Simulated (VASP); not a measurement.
# C in VASP: a series of runs

Runs on C. Level: PBEsol. Tasks: single point.

All numbers are computed with VASP 6.6.1; they aren't measurements. Logs are shortened: lines on timing, memory, paths and dates and some standing lists are left out, and cuts for length are marked.

**1. The cell of the first run**

Symmetry: Fd-3m, No. 227, cubic system. Conventional cell: a = 3.554 Å, b = 3.554 Å, c = 3.554 Å, α = 90.00°, β = 90.00°, γ = 90.00°. Within 2.1 Å of C (site symmetry -43m) lie 4 C at 1.54 Å.

**2. Single point, PBEsol**

INCAR

```
PREC = Accurate ; ENCUT = 520
EDIFF = 1E-6 ; ISMEAR = 0
SIGMA = 0.05 ; LREAL = False
LASPH = True ; NELM = 80
ALGO = Normal ; ISIF = 2
LWAVE = False ; LCHARG = False
GGA = PS ; NBANDS = 11
```

KPOINTS

```
Automatic mesh
0
Gamma
  12 12 12
```

POSCAR

```
C
1.0
    0.0000000000      1.7769046139      1.7769046139
    1.7769046139      0.0000000000      1.7769046139
    1.7769046139      1.7769046139      0.0000000000
C
2
Direct
    0.5000000000      0.5000000000      0.5000000000
    0.7500000000      0.7500000000      0.7500000000
```

Potentials or basis: VASP PAW PBE potentials, release 64 (C).

Command:

```bash
$ cat potpaw_PBE.64/C/POTCAR > POTCAR
$ mpirun -np 1 vasp_std > vasp.out
```

OUTCAR:

```text
PREC = Accurate
   ENCUT = 520
   EDIFF = 1E-6
   ISMEAR = 0
   LREAL = False
   LASPH = True
   NELM = 80
   ISIF = 2
   GGA = PS

 ion  position               nearest neighbor table
   1  0.500  0.500  0.500-   2 1.54   2 1.54   2 1.54   2 1.54
   2  0.750  0.750  0.750-   1 1.54   1 1.54   1 1.54   1 1.54

  LATTYP: Found a face centered cubic cell.
 ALAT       =     3.5538092278

  Lattice vectors:

 A1 = (   0.0000000000,   1.7769046139,   1.7769046139)
 A2 = (   1.7769046139,   0.0000000000,   1.7769046139)
 A3 = (   1.7769046139,   1.7769046139,   0.0000000000)

Analysis of symmetry for initial positions (statically):
=====================================================================
 Subroutine PRICEL returns:
 Original cell was already a primitive cell.

 Routine SETGRP: Setting up the symmetry group for a
 face centered cubic supercell.

 Subroutine GETGRP returns: Found 48 space group operations
 (whereof 24 operations were pure point group operations)
 out of a pool of 48 trial point group operations.

The static configuration has the point symmetry T_d .
 The point group associated with its full space group is O_h .

Analysis of symmetry for dynamics (positions and initial velocities):
=====================================================================
 Subroutine PRICEL returns:
 Original cell was already a primitive cell.

 Routine SETGRP: Setting up the symmetry group for a
 face centered cubic supercell.

 Subroutine GETGRP returns: Found 48 space group operations
 (whereof 24 operations were pure point group operations)
 out of a pool of 48 trial point group operations.

The dynamic configuration has the point symmetry T_d .
 The point group associated with its full space group is O_h .

 Subroutine INISYM returns: Found 48 space group operations
 (whereof 24 operations are pure point group operations),
 and found     1 'primitive' translations

----------------------------------------------------------------------------------------

                                     Primitive cell

  volume of cell :      11.2208

  direct lattice vectors                    reciprocal lattice vectors
     0.000000000  1.776904614  1.776904614    -0.281388205  0.281388205  0.281388205
     1.776904614  0.000000000  1.776904614     0.281388205 -0.281388205  0.281388205
     1.776904614  1.776904614  0.000000000     0.281388205  0.281388205 -0.281388205

  length of vectors
     2.512922604  2.512922604  2.512922604     0.487378668  0.487378668  0.487378668

  position of ions in fractional coordinates (direct lattice)
     0.500000000  0.500000000  0.500000000
     0.750000000  0.750000000  0.750000000

  ion indices of the primitive-cell ions
   primitive index   ion index
                 1           1
                 2           2

----------------------------------------------------------------------------------------

 KPOINTS: Automatic mesh

Automatic generation of k-mesh.
 Grid dimensions read from file:
 generate k-points for:   12   12   12

 Generating k-lattice:

  Cartesian coordinates                     Fractional coordinates (reciprocal lattice)
    -0.023449017  0.023449017  0.023449017     0.083333333  0.000000000  0.000000000
     0.023449017 -0.023449017  0.023449017     0.000000000  0.083333333  0.000000000
     0.023449017  0.023449017 -0.023449017     0.000000000  0.000000000  0.083333333

  Length of vectors
     0.040614889  0.040614889  0.040614889

  Shift w.r.t. Gamma in fractional coordinates (k-lattice)
     0.000000000  0.000000000  0.000000000

 Subroutine IBZKPT returns following result:
 ===========================================

 Found     72 irreducible k-points:

 Following reciprocal coordinates:
            Coordinates               Weight
  0.000000  0.000000  0.000000      1.000000
  0.083333  0.000000  0.000000      8.000000
  0.166667  0.000000  0.000000      8.000000
  0.250000  0.000000  0.000000      8.000000
  0.333333  0.000000  0.000000      8.000000
  0.416667  0.000000  0.000000      8.000000
[... 16 lines left out ...]
  0.500000  0.166667  0.000000     24.000000
 -0.416667  0.166667  0.000000     24.000000
 [... further k-points ...]
   k-points           NKPTS =     72   k-points in BZ     NKDIM =     72   number of bands    NBANDS=     11
   number of dos      NEDOS =    301   number of ions     NIONS =      2
   total plane-waves  NPLWV =   8000
   dimension x,y,z NGX =    20 NGY =   20 NGZ =   20
   dimension x,y,z NGXF=    40 NGYF=   40 NGZF=   40
   ions per type =               2
   NGX,Y,Z   is equivalent  to a cutoff of  13.23, 13.23, 13.23 a.u.
   NGXF,Y,Z  is equivalent  to a cutoff of  26.46, 26.46, 26.46 a.u.
 SYSTEM =  unknown system
   PREC   = accura    normal or accurate (medium, high low for compatibility)
   ISTART =      0    job   : 0-new  1-cont  2-samecut
   ICHARG =      2    charge: 1-file 2-atom 10-const
   ISPIN  =      1    spin polarized calculation?
   LNONCOLLINEAR =      F non collinear calculations
   LSORBIT =      F    spin-orbit coupling
   LASPH  =      T    aspherical Exc in radial PAW
   ENCUT  =  520.0 eV  38.22 Ry    6.18 a.u.   4.67  4.67  4.67*2*pi/ulx,y,z
   NELM   =     80;   NELMIN=  2; NELMDL= -5     # of ELM steps
   EDIFF  = 0.1E-05   stopping-criterion for ELM
   LREAL  =      F    real-space projection
   EDIFFG = 0.1E-04   stopping-criterion for IOM
   NSW    =      0    number of steps for IOM
   IBRION =     -1    ionic relax: 0-MD 1-quasi-New 2-CG
   NFREE  =      0    steps in history (QN), initial steepest desc. (CG)
   ISIF   =      2    stress and relaxation
   ISYM   =      2    0-nonsym 1-usesym 2-fastsym
   POTIM  = 0.5000    time-step for ionic-motion
   TEBEG  =    0.0;   TEEND  =   0.0 temperature during run
   PSTRESS=    0.0 pullay stress
   NELECT =       8.0000    total number of electrons
   NUPDOWN=      -1.0000    fix difference up-down
   EMIN   =  10.00;   EMAX   =-10.00  energy-range for DOS
   EFERMI =   0.00;   METHOD = LEGACY
   ISMEAR =     0;   SIGMA  =   0.05  broadening in eV -4-tet -1-fermi 0-gaus
   EFERMI_NEDOS =   21; number of points for ismear=-14 and -15
   IALGO  =     38    algorithm
   IMIX   =      4    mixing-type and parameters
     AMIX     =   0.40;   BMIX     =  1.00
     AMIX_MAG =   1.60;   BMIX_MAG =  1.00
  volume/ion in A,a.u.               =       5.61        37.86
  Fermi-wavevector in a.u.,A,eV,Ry     =   1.462505  2.763734 29.101788  2.138921
  Thomas-Fermi vector in A             =   2.578710
   LORBIT       =      0    0 simple, 1 ext, 2 COOP (PROOUT), +10 PAW based schemes
   GGA     = PS    functional components
   LHFCALC =     F    Hartree Fock is set to
   AEXX    =    0.0000 exact exchange contribution
   IVDW    =     0    specifies the selected vdW correction
   LEPSILON=     F    determine dielectric tensor
   LRPA    =     F    only Hartree local field effects (RPA)
 non-spin polarized calculation
 Gauss-broadening in eV      SIGMA  =   0.05
  energy-cutoff  :      520.00
  volume of cell :       11.22
 maximum number of plane-waves:       311
   NGX =  9   NGY =  9   NGZ =  9

 number of electron       7.9999999 magnetization

 Free energy of the ion-electron system (eV)
  ---------------------------------------------------
  ext. energy  EPLUGINS =         0.00000000
  ---------------------------------------------------
  free energy    TOTEN  =       -19.24970033 eV

  energy without entropy =      -19.24970033  energy(sigma->0) =      -19.24970033

 E-fermi :  10.2275     XC(G=0): -13.4868

 val. band max:        9.8677438055   @ k =   0.0000   0.0000   0.0000
 cond. band min:      13.9283107661   @ k =   0.3333   0.3333   0.0000
 fundamental gap:      4.0605669605
 Fermi energy:        10.2274549373

 k-point     1 :       0.0000    0.0000    0.0000
  band No.  band energies     occupation
      1     -11.8013      2.00000
      2       9.8677      2.00000
      3       9.8677      2.00000
      4       9.8677      2.00000
      5      15.4368      0.00000
      6      15.4368      0.00000
      7      15.4368      0.00000
      8      23.4855      0.00000
      9      28.9659      0.00000
     10      36.4560      0.00000
     11      36.4561      0.00000

 k-point     2 :       0.0833    0.0000    0.0000
  band No.  band energies     occupation
      1     -11.6070      2.00000
      2       8.6219      2.00000
      3       9.5381      2.00000
      4       9.5381      2.00000
      5      15.8683      0.00000
      6      15.8683      0.00000
      7      16.1697      0.00000
      8      23.6323      0.00000
      9      29.2937      0.00000
     10      34.2092      0.00000
     11      34.2092      0.00000

 k-point     3 :       0.1667    0.0000    0.0000
  band No.  band energies     occupation
      1     -11.0264      2.00000
      2       6.0599      2.00000
      3       8.8253      2.00000
      4       8.8253      2.00000
      5      16.7998      0.00000
      6      16.7998      0.00000
      7      17.2920      0.00000
      8      24.0480      0.00000
      9      29.9793      0.00000
     10      32.5893      0.00000
     11      32.5893      0.00000

 k-point     4 :       0.2500    0.0000    0.0000
  band No.  band energies     occupation
      1     -10.0673      2.00000
      2       3.1926      2.00000
      3       8.0930      2.00000
      4       8.0930      2.00000
      5      17.6592      0.00000
      6      17.6592      0.00000
      7      18.0834      0.00000
      8      24.6194      0.00000
      9      30.4301      0.00000
     10      32.1745      0.00000
     11      32.1745      0.00000
[... 239 lines left out ...]
 k-point    22 :       0.4167    0.1667    0.0000
  band No.  band energies     occupation
      1      -7.5788      2.00000
      2      -0.0200      2.00000
      3       5.5494      2.00000
      4       5.7448      2.00000
      5      16.4824      0.00000
      6      20.8920      0.00000
      7      21.0896      0.00000
      8      22.5064      0.00000
      9      30.8547      0.00000
     10      32.3955      0.00000
     11      37.2658      0.00000

 k-point    23 :       0.5000    0.1667    0.0000
  band No.  band energies     occupation
      1      -5.9594      2.00000
      2      -2.3053      2.00000
      3       4.8186      2.00000
      4       5.8360      2.00000
      5      16.8925      0.00000
      6      20.6074      0.00000
      7      21.2160      0.00000
      8      24.1394      0.00000
      9      29.9263      0.00000
     10      33.7522      0.00000
     11      36.4453      0.00000

 k-point    24 :      -0.4167    0.1667    0.0000
  band No.  band energies     occupation
      1      -5.5083      2.00000
      2      -2.8440      2.00000
      3       4.3216      2.00000
      4       6.2224      2.00000
      5      17.3357      0.00000
      6      20.1110      0.00000
      7      21.1882      0.00000
      8      25.3369      0.00000
      9      29.2219      0.00000
     10      34.0078      0.00000
     11      34.4773      0.00000

 [... further k-points ...]
[... 5 lines left out ...]
  --------------------------------------------------------------------------------------
  -------------------------------------------------------------------------------------
  Total        0.0772859      0.0772859      0.0772859     -0.0000000     -0.0000000     -0.0000000
  in kB       11.0354128     11.0354128     11.0354128     -0.0000000     -0.0000000     -0.0000000
  external PRESSURE =      11.0354128 kB  Pullay stress =       0.0000000 kB

 VOLUME and BASIS-vectors are now :
 -----------------------------------------------------------------------------
  energy-cutoff  :      520.00
  volume of cell :       11.22
      direct lattice vectors                 reciprocal lattice vectors
     0.000000000  1.776904614  1.776904614    -0.281388205  0.281388205  0.281388205
     1.776904614  0.000000000  1.776904614     0.281388205 -0.281388205  0.281388205
     1.776904614  1.776904614  0.000000000     0.281388205  0.281388205 -0.281388205

 POSITION                                       TOTAL-FORCE (eV/Angst)
 -----------------------------------------------------------------------------------
      1.77690      1.77690      1.77690        -0.000000     -0.000000     -0.000000
      2.66536      2.66536      2.66536         0.000000      0.000000      0.000000
 -----------------------------------------------------------------------------------
    total drift:                                0.000000     -0.000000      0.000000

  FREE ENERGIE OF THE ION-ELECTRON SYSTEM (eV)
  ---------------------------------------------------
  free  energy   TOTEN  =       -19.2497003340 eV

  energy  without entropy=      -19.2497003340  energy(sigma->0) =      -19.24970033
```

Wall time 14 s (1 thread of Intel Xeon 8259CL, shared host); peak memory 0.12 GiB.

Results:

```
Free energy            : -19.2497 eV
Pressure               : 1.1 GPa
Band gap on the k mesh : 4.06 eV, indirect (least direct gap 5.57 eV)
```

Levels at points of the mesh, in eV from the valence-band top:
```
           k point  band 1  band 2  band 3  band 4  band 5  band 6  band 7  band 8
(0.00, 0.00, 0.00)  -21.67    0.00    0.00    0.00    5.57    5.57    5.57   13.62
(0.50, 0.00, 0.00)  -15.77  -13.59   -2.84   -2.84    8.43    8.43    8.99   15.59
(0.50, 0.50, 0.00)  -12.85  -12.85   -6.40   -6.40    4.62    4.62   16.95   16.95
```

Caveat: the PAW data sets were made with another functional, which shifts forces and pressure a little. Expect the measured gap to be larger: semilocal functionals such as PBEsol lack the derivative discontinuity.

(Continued in part 2 of 2.)
